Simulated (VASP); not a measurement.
# HfB2 (P6/mmm) in VASP: notebook

Aim: see how the results for HfB2 move with the level of theory and the settings. Levels: revPBE+D4, PBEsol+D3(BJ), PBEsol+D4. Tasks: single point, relaxation of cell and atoms.

All numbers are computed with VASP 6.6.1; they aren't measurements. Logs are shortened: lines on timing, memory, paths and dates and some standing lists are left out, and cuts for length are marked.

## (1) The cell of the first run

Symmetry: P6/mmm, No. 191, hexagonal system. Conventional cell: a = 3.122 Å, b = 3.122 Å, c = 3.424 Å, α = 90.00°, β = 90.00°, γ = 120.00°. Hf (site symmetry 6/mmm) has 12 B at 2.49 Å and 6 Hf at 3.12 Å within 3.3 Å. B (site symmetry -6m2) has 3 B at 1.80 Å within 2.4 Å.

## (2) Single point, revPBE+D4

Input file INCAR:

```
PREC     = Accurate       # precision mode
ENCUT    = 520            # plane-wave cutoff, eV
EDIFF    = 1E-6           # SCF threshold, eV
ISMEAR   = -1             # smearing method
SIGMA    = 0.05           # smearing width, eV
LREAL    = F              # projectors in reciprocal space
LASPH    = T              # aspherical terms in the spheres
NELM     = 80             # most SCF steps
ALGO     = Normal         # electronic algorithm
ISIF     = 2              # what is computed and relaxed
LWAVE    = F              # write WAVECAR
LCHARG   = T              # write CHGCAR
GGA      = RE             # functional
IVDW     = 13             # dispersion correction
LELF     = T              # ELF
LVHAR    = T            
NBANDS   = 15             # bands
```

Input file KPOINTS:

```
Automatic mesh
0
Gamma
  10 10 8
```

Input file POSCAR:

```
HfB2
1.0
    3.1222781447      0.0000000000      0.0000000000
   -1.5611390723      2.7039721910      0.0000000000
    0.0000000000      0.0000000000      3.4239183795
Hf B
1 2
Direct
    0.0000000000      0.0000000000      0.0000000000
    0.6666666667      0.3333333333      0.5000000000
    0.3333333333      0.6666666667      0.5000000000
```

Potentials or basis: VASP PAW PBE potentials, release 64 (Hf_pv, B).

On the command line:

```console
> cat potpaw_PBE.64/Hf_pv/POTCAR potpaw_PBE.64/B/POTCAR > POTCAR
> mpirun -np 1 vasp_std > vasp.out
```

OUTCAR:

```text
PREC = Accurate
   ENCUT = 520
   EDIFF = 1E-6
   ISMEAR = -1
   LREAL = F
   LASPH = T
   NELM = 80
   ISIF = 2
   GGA = RE
   IVDW = 13

 ion  position               nearest neighbor table
   1  0.000  0.000  0.000-   2 2.49   3 2.49   2 2.49   3 2.49   3 2.49   3 2.49   2 2.49   2 2.49
                             2 2.49   2 2.49   3 2.49   3 2.49
   2  0.667  0.333  0.500-   3 1.80   3 1.80   3 1.80   1 2.49   1 2.49   1 2.49   1 2.49   1 2.49
                             1 2.49
   3  0.333  0.667  0.500-   2 1.80   2 1.80   2 1.80   1 2.49   1 2.49   1 2.49   1 2.49   1 2.49
                             1 2.49

  LATTYP: Found a hexagonal cell.
 ALAT       =     3.1222781447
 C/A-ratio  =     1.0966090210

  Lattice vectors:

 A1 = (   3.1222781447,   0.0000000000,   0.0000000000)
 A2 = (  -1.5611390723,   2.7039721910,   0.0000000000)
 A3 = (   0.0000000000,   0.0000000000,   3.4239183795)

Analysis of symmetry for initial positions (statically):
=====================================================================
 Subroutine PRICEL returns:
 Original cell was already a primitive cell.

 Routine SETGRP: Setting up the symmetry group for a
 hexagonal supercell.

 Subroutine GETGRP returns: Found 24 space group operations
 (whereof 24 operations were pure point group operations)
 out of a pool of 24 trial point group operations.

The static configuration has the point symmetry D_6h.

Analysis of symmetry for dynamics (positions and initial velocities):
=====================================================================
 Subroutine PRICEL returns:
 Original cell was already a primitive cell.

 Routine SETGRP: Setting up the symmetry group for a
 hexagonal supercell.

 Subroutine GETGRP returns: Found 24 space group operations
 (whereof 24 operations were pure point group operations)
 out of a pool of 24 trial point group operations.

The dynamic configuration has the point symmetry D_6h.

 Subroutine INISYM returns: Found 24 space group operations
 (whereof 24 operations are pure point group operations),
 and found     1 'primitive' translations

----------------------------------------------------------------------------------------

                                     Primitive cell

  volume of cell :      28.9066

  direct lattice vectors                    reciprocal lattice vectors
     3.122278145  0.000000000  0.000000000     0.320278961  0.184913144  0.000000000
    -1.561139072  2.703972191  0.000000000     0.000000000  0.369826289  0.000000000
     0.000000000  0.000000000  3.423918379     0.000000000  0.000000000  0.292063037

[... 99 lines left out ...]
   EFERMI =   0.00;   METHOD = LEGACY
   ISMEAR =    -1;   SIGMA  =   0.05  broadening in eV -4-tet -1-fermi 0-gaus
   EFERMI_NEDOS =   21; number of points for ismear=-14 and -15
   IALGO  =     38    algorithm
   IMIX   =      4    mixing-type and parameters
     AMIX     =   0.40;   BMIX     =  1.00
     AMIX_MAG =   1.60;   BMIX_MAG =  1.00
  volume/ion in A,a.u.               =       9.64        65.02
  Fermi-wavevector in a.u.,A,eV,Ry     =   1.344154  2.540083 24.582332  1.806750
  Thomas-Fermi vector in A             =   2.472171
   LORBIT       =      0    0 simple, 1 ext, 2 COOP (PROOUT), +10 PAW based schemes
   GGA     = RE    functional components
   LHFCALC =     F    Hartree Fock is set to
   AEXX    =    0.0000 exact exchange contribution
   IVDW    =    13    specifies the selected vdW correction
   LEPSILON=     F    determine dielectric tensor
   LRPA    =     F    only Hartree local field effects (RPA)
 non-spin polarized calculation
  energy-cutoff  :      520.00
  volume of cell :       28.91
 maximum number of plane-waves:       787
 NGX is ok and might be reduce to    24
   NGX = 11   NGY = 11   NGZ = 13

 number of electron      16.0000000 magnetization

 Free energy of the ion-electron system (eV)
  ---------------------------------------------------
  ext. energy  EPLUGINS =         0.00000000
  ---------------------------------------------------
  free energy    TOTEN  =       -25.48076260 eV

  energy without entropy =      -25.47803271  energy(sigma->0) =      -25.47939765

 E-fermi :   7.8706     XC(G=0): -12.7036

 val. band max:        7.8005253278   @ k =   0.1000   0.1000   0.2500
 cond. band min:       8.0829279594   @ k =   0.1000   0.1000   0.2500
 fundamental gap:      0.2824026315
 Fermi energy:         7.8706170120

 k-point     1 :       0.0000    0.0000    0.0000
  band No.  band energies     occupation
      1     -22.5696      2.00000
      2     -22.0691      2.00000
      3     -22.0691      2.00000
      4      -5.9760      2.00000
      5       4.9417      2.00000
      6       4.9417      2.00000
      7       4.9483      2.00000
      8       5.2813      2.00000
      9      12.1462      0.00000
     10      12.1462      0.00000
     11      12.9012      0.00000
     12      12.9012      0.00000
     13      12.9681      0.00000
     14      13.0046      0.00000
[... 401 lines left out ...]
      2     -22.4677      2.00000
      3     -22.2978      2.00000
      4      -2.1205      2.00000
      5      -0.7433      2.00000
      6       3.2307      2.00000
      7       4.1940      2.00000
      8       5.6961      2.00000
      9       9.1845      0.00000
     10      12.2717      0.00000
     11      12.3186      0.00000
     12      14.4016      0.00000
     13      15.7642      0.00000
     14      16.7116      0.00000
     15      19.1494      0.00000

 [... further k-points ...]

------------------------ aborting loop because EDIFF is reached ----------------------------------------

  DFT-D4 for vdW energy calculation

  Edisp (eV):   -1.71964

  FORCE on cell =-STRESS in cart. coord.  units (eV):
  Direction    XX          YY          ZZ          XY          YZ          ZX
  --------------------------------------------------------------------------------------
  -------------------------------------------------------------------------------------
  Total      -0.09009    -0.09009    -0.02093    -0.00000     0.00000     0.00000
  in kB      -4.99329    -4.99329    -1.16018    -0.00000     0.00000     0.00000
  external pressure =       -3.72 kB  Pullay stress =        0.00 kB

 VOLUME and BASIS-vectors are now :
 -----------------------------------------------------------------------------
  energy-cutoff  :      520.00
  volume of cell :       28.91
      direct lattice vectors                 reciprocal lattice vectors
     3.122278145  0.000000000  0.000000000     0.320278961  0.184913144  0.000000000
    -1.561139072  2.703972191  0.000000000     0.000000000  0.369826289  0.000000000
     0.000000000  0.000000000  3.423918379     0.000000000  0.000000000  0.292063037

 POSITION                                       TOTAL-FORCE (eV/Angst)
 -----------------------------------------------------------------------------------
      0.00000      0.00000      0.00000         0.000000      0.000000      0.000000
      1.56114      0.90132      1.71196        -0.000000      0.000000      0.000000
     -0.00000      1.80265      1.71196         0.000000     -0.000000      0.000000
 -----------------------------------------------------------------------------------
    total drift:                               -0.000000      0.000000      0.000000

  FREE ENERGIE OF THE ION-ELECTRON SYSTEM (eV)
  ---------------------------------------------------
  free  energy   TOTEN  =       -27.2004061667 eV

  energy  without entropy=      -27.1976762795  energy(sigma->0) =      -27.19904122
```

Run time: 13 s. Hardware: 1 thread of Intel Xeon Platinum 8488C (Sapphire Rapids), shared host; peak memory 0.16 GiB.

Results:

- Free energy: -27.2004 eV
- Pressure: -0.4 GPa
- Band gap on the k mesh: zero (band 8 reaches 8.48 eV, above the bottom of band 9 at 7.73 eV)
- Dispersion energy per atom: -0.573 eV

Levels at points of the mesh, in eV from the Fermi level:
```csv
k point,band 4,band 5,band 6,band 7,band 8,band 9,band 10,band 11,band 12,band 13
"(0.00, 0.00, 0.00)",-13.85,-2.93,-2.93,-2.92,-2.59,4.28,4.28,5.03,5.03,5.10
"(0.50, 0.00, 0.00)",-9.85,-9.03,-4.06,-3.39,-2.86,2.31,2.94,5.92,5.94,6.61
"(0.00, 0.00, 0.50)",-11.29,-8.37,-1.14,-1.14,0.32,0.32,1.12,1.12,2.63,5.16
"(0.50, 0.00, 0.50)",-10.42,-7.45,-5.02,-4.71,-2.56,4.18,4.60,6.53,7.74,7.79
```

Caveat: the PAW data sets were made with another functional, which shifts forces and pressure a little; spin-orbit coupling is left out, which moves the levels of the heavy elements; pairwise dispersion overbinds metals, which lowers pressure and volume.

## (3) Relaxation of cell and atoms, PBEsol+D3(BJ)

This run uses another cell than the first one, of 9.90 Å³/atom, 1.028 times its volume.

Input file INCAR:

```
PREC = Accurate
ENCUT = 600
EDIFF = 1E-7
ISMEAR = -1
SIGMA = 0.05
LREAL = F
LASPH = T
NELM = 80
ALGO = Normal
ISIF = 3
LWAVE = F
LCHARG = F
GGA = PS
IVDW = 12
IBRION = 2
NSW = 60
EDIFFG = -0.01
```

Input file KPOINTS:

```
regular mesh
0
Gamma
  10 10 8
```

Input file POSCAR:

```
HfB2
1.0
    3.1400000000      0.0000000000      0.0000000000
   -1.5700000000      2.7193197679      0.0000000000
    0.0000000000      0.0000000000      3.4800000000
Hf B
1 2
Direct
    0.0000000000      0.0000000000      0.0000000000
    0.6666666667      0.3333333333      0.5000000000
    0.3333333333      0.6666666667      0.5000000000
```

Potentials or basis: VASP PAW PBE potentials, release 64 (Hf_pv, B).

On the command line:

```console
> cat potpaw_PBE.64/Hf_pv/POTCAR potpaw_PBE.64/B/POTCAR > POTCAR
> mpirun -np 1 vasp_std > vasp.out
```

Wall time 53 s (1 thread of Intel Xeon Platinum 8488C (Sapphire Rapids), shared host); peak memory 0.2 GiB.

It converged, with:

| Quantity | Value |
| --- | --- |
| Free energy | -28.9354 eV |
| Relaxed volume | 9.51 Å³/atom |
| Relaxed cell | a = 3.104 Å, b = 3.104 Å, c = 3.422 Å, α = 90.00°, β = 90.00°, γ = 120.00° |
| Space group after relaxing (to 0.05 Å) | P6/mmm (No. 191) |
| Energy gained by relaxing | 12.8 meV/atom |
| Ionic steps | 5 |
| Pressure after relaxing | 0.1 GPa |
| Band gap on the k mesh | zero (band 8 reaches 8.41 eV, above the bottom of band 9 at 7.60 eV) |
| Dispersion energy per atom | -0.361 eV |

The path:
```csv
step,energy change (eV),largest force (eV/Å),pressure (GPa),volume (Å³)
1,0.0000,0.0000,-10.16,29.71
2,0.0324,0.0000,16.17,27.09
3,-0.0380,0.0000,-0.10,28.57
4,-0.0380,0.0000,0.11,28.55
5,-0.0384,0.0000,0.11,28.54
```

Final structure:
```
CELL_PARAMETERS angstrom
3.10358 0.00000 0.00000
-1.55179 2.68778 0.00000
0.00000 0.00000 3.42152
ATOMIC_POSITIONS crystal
Hf 0.00000 0.00000 0.00000
B 0.66667 0.33333 0.50000
B 0.33333 0.66667 0.50000
```

Levels at points of the mesh, in eV from the Fermi level:
| k point | band 6 | band 7 | band 8 | band 9 | band 10 | band 11 |
| --- | --- | --- | --- | --- | --- | --- |
| (0.00, 0.00, 0.00) | -2.88 | -2.88 | -2.55 | 4.33 | 4.33 | 5.06 |
| (0.50, 0.00, 0.00) | -4.11 | -3.33 | -2.89 | 2.39 | 2.96 | 6.04 |
| (0.00, 0.00, 0.50) | -1.06 | -1.06 | 0.38 | 0.38 | 1.13 | 1.13 |
| (0.50, 0.00, 0.50) | -5.00 | -4.74 | -2.44 | 4.37 | 4.57 | 6.67 |

Caveat: the PAW data sets were made with another functional, which shifts forces and pressure a little; spin-orbit coupling is left out, which moves the levels of the heavy elements; pairwise dispersion overbinds metals, which lowers pressure and volume.

## (4) Relaxation of cell and atoms, PBEsol+D4

This run uses another cell than the first one, of 9.90 Å³/atom, 1.028 times its volume.

Input file INCAR:

```
PREC     = Accurate       # precision mode
ENCUT    = 600            # plane-wave cutoff, eV
EDIFF    = 1E-6           # SCF threshold, eV
ISMEAR   = -1             # smearing method
SIGMA    = 0.05           # smearing width, eV
LREAL    = False          # projectors in reciprocal space
LASPH    = True           # aspherical terms in the spheres
NELM     = 80             # most SCF steps
ALGO     = Normal         # electronic algorithm
ISIF     = 3              # what is computed and relaxed
LWAVE    = False          # write WAVECAR
LCHARG   = False          # write CHGCAR
GGA      = PS             # functional
IVDW     = 13             # dispersion correction
IBRION   = 2              # ionic algorithm
NSW      = 60             # ionic steps
EDIFFG   = -0.01          # ionic threshold
```

KPOINTS is that of step 3.

POSCAR is that of step 3.

On the command line:

```console
> cat potpaw_PBE.64/Hf_pv/POTCAR potpaw_PBE.64/B/POTCAR > POTCAR
> mpirun -np 1 vasp_std > vasp.out
```

Wall time 53 s (1 thread of Intel Xeon Platinum 8488C (Sapphire Rapids), shared host); peak memory 0.19 GiB.

Results (log left out):

* Free energy: -28.4159 eV
* Relaxed volume: 9.60 Å³/atom
* Relaxed cell: a = 3.115 Å, b = 3.115 Å, c = 3.428 Å, α = 90.00°, β = 90.00°, γ = 120.00°
* Space group after relaxing (to 0.05 Å): P6/mmm (No. 191)
* Energy gained by relaxing: 7.6 meV/atom
* Ionic steps: 5
* Pressure after relaxing: 0.1 GPa
* Band gap on the k mesh: zero (band 8 reaches 8.31 eV, above the bottom of band 9 at 7.53 eV)
* Dispersion energy per atom: -0.185 eV

The path:
```csv
step,energy change (eV),largest force (eV/Å),pressure (GPa),volume (Å³)
1,0.0000,0.0000,-7.72,29.71
2,0.0160,0.0000,11.58,27.71
3,-0.0224,0.0000,-0.02,28.83
4,-0.0224,0.0000,0.18,28.81
5,-0.0229,0.0000,0.12,28.81
```

Final structure:
```
Hf B
1.0
     3.11494    0.00000    0.00000
    -1.55747    2.69762    0.00000
     0.00000    0.00000    3.42810
Hf B
1 2
Direct
  0.00000 0.00000 0.00000
  0.66667 0.33333 0.50000
  0.33333 0.66667 0.50000
```

Levels at points of the mesh, in eV from the Fermi level:
```
           k point  band 5  band 6  band 7  band 8  band 9  band 10  band 11  band 12
(0.00, 0.00, 0.00)   -2.96   -2.87   -2.87   -2.54    4.28     4.28     5.02     5.02
(0.50, 0.00, 0.00)   -8.88   -4.07   -3.33   -2.87    2.37     2.93     5.96     6.00
(0.00, 0.00, 0.50)   -8.36   -1.07   -1.07    0.36    0.36     1.12     1.12     2.55
(0.50, 0.00, 0.50)   -7.36   -4.98   -4.71   -2.47    4.31     4.53     6.58     7.76
```

Caveat: the PAW data sets were made with another functional, which shifts forces and pressure a little; spin-orbit coupling is left out, which moves the levels of the heavy elements; pairwise dispersion overbinds metals, which lowers pressure and volume.

## (5) Summary

```tsv
task	level	cell	cutoff (eV)	gap on the mesh (eV)	pressure (GPa)	relaxed volume (Å³/atom)
single point	revPBE+D4	a = 3.122, b = 3.122, c = 3.424 Å, angles 90.0, 90.0, 120.0°, 3 atoms	520	none	-0.4	-
relaxation of cell and atoms	PBEsol+D3(BJ)	relaxed from a = 3.140, b = 3.140, c = 3.480 Å, angles 90.0, 90.0, 120.0°, 3 atoms	600	none	0.1	9.51
relaxation of cell and atoms	PBEsol+D4	relaxed from a = 3.140, b = 3.140, c = 3.480 Å, angles 90.0, 90.0, 120.0°, 3 atoms	600	none	0.1	9.60
```

Alike in all rows: potentials or basis VASP PAW PBE potentials, release 64 (Hf_pv, B); no spin polarisation; k mesh 10 × 10 × 8; smearing fermi-dirac 0.05 eV.

Caveats: the PAW data sets were made with another functional, which shifts forces and pressure a little; spin-orbit coupling is left out, which moves the levels of the heavy elements; pairwise dispersion overbinds metals, which lowers pressure and volume.

Total energies depend on the potentials used, so only differences within one code and one set of settings carry meaning.
